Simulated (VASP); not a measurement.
Si2Ni, 3 atoms in the cell. It takes space group Fm-3m (No. 225, cubic). Conventional cell: a = 5.296 Å, b = 5.296 Å, c = 5.296 Å, α = 90.00°, β = 90.00°, γ = 90.00°. Ni (site symmetry m-3m) has 8 Si at 2.29 Å within 3.0 Å. Si (site symmetry -43m) has 4 Ni at 2.29 Å and 6 Si at 2.65 Å within 3.0 Å.  This cell differs from its parent crystal: volume scaled by 0.94.

| Quantity | Value |
| --- | --- |
| Program | VASP 6.6.1 |
| Task | single point |
| Functional | LDA |
| Potentials or basis | VASP PAW LDA potentials, release 64 (Ni, Si) |
| Cutoff | 520 eV |
| k mesh | 9 × 9 × 9 |
| Occupations | fermi-dirac, width 0.05 eV |
| Spin | collinear spin, ferromagnetic start |
| Starting moments | [1.0, 0.0, 0.0] μB |
| Dipole correction | no |
| Further INCAR settings | ALGO = Normal; EDIFF = 1e-07; NBANDS = 20 |

Potentials or basis: VASP PAW LDA potentials, release 64 (Ni, Si).

Run with:

```console
$ cat potpaw_LDA.64/Ni/POTCAR potpaw_LDA.64/Si/POTCAR > POTCAR
$ mpirun -np 1 vasp_std > vasp.out
```

Hardware: 1 thread of Intel(R) Xeon(R) 6975P-C (Granite Rapids), with other jobs on the host.

Problem. How long does it take, and how much memory?

Solution. It took 23 s on 1 thread of Intel(R) Xeon(R) 6975P-C (Granite Rapids), with other jobs on the host, peak memory 0.16 GiB. Counts: scf iterations 16, k points 35.
